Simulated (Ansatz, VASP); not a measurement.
## Two plane-wave programs on AlGa3N4

```
CELL_PARAMETERS angstrom
0.00000 -4.46534 0.00000
0.00000 0.00000 -4.46534
10.43069 0.00000 0.00000
ATOMIC_POSITIONS crystal
Al 0.00000 0.00000 0.69681
Al 0.00000 0.00000 0.26872
Ga 0.50000 0.00000 0.05467
Ga 0.50000 0.00000 0.48276
Ga 0.00000 0.50000 0.05467
Ga 0.00000 0.50000 0.48276
Ga 0.50000 0.50000 0.69681
Ga 0.50000 0.50000 0.26872
N 0.24465 0.75535 0.16398
N 0.24465 0.75535 0.59208
N 0.75535 0.24465 0.16398
N 0.75535 0.24465 0.59208
N 0.24465 0.24465 0.80155
N 0.24465 0.24465 0.37345
N 0.75535 0.75535 0.80155
N 0.75535 0.75535 0.37345
```

Alike in both runs: task single point; functional r2SCAN; k mesh 5 × 5 × 3; occupations gaussian, width 0.05 eV; no spin polarisation.

|  | VASP | Ansatz |
| --- | --- | --- |
| version | VASP 6.6.1 | Ansatz 0.2.0 |
| potentials or method | VASP PAW PBE potentials, release 64 (Al, Ga_d, N), cutoff 520 eV | scalar-relativistic, plane waves, PAW |
| valence electrons in the cell | 124 | 124 |

Ansatz gave:

| Item | Value |
| --- | --- |
| gap on the k mesh at the Fermi level (eV) | none |
| pressure (GPa) | -3.5 |
| traceless stress, the component that is largest in VASP (GPa) | -5.77 |
| rms of the force components (eV/Å) | 0.660 |

Estimate VASP's values.

gap on the k mesh at the Fermi level (eV): none; pressure (GPa): -3.0; traceless stress, the component that is largest in VASP (GPa): -5.75; rms of the force components (eV/Å): 0.666.

VASP's potentials were made for PBE, not for r2SCAN. Atom by atom the forces differ by 0.037 eV/Å (rms over components). A gap of «none» marks a metal or a gap that the smearing closes.
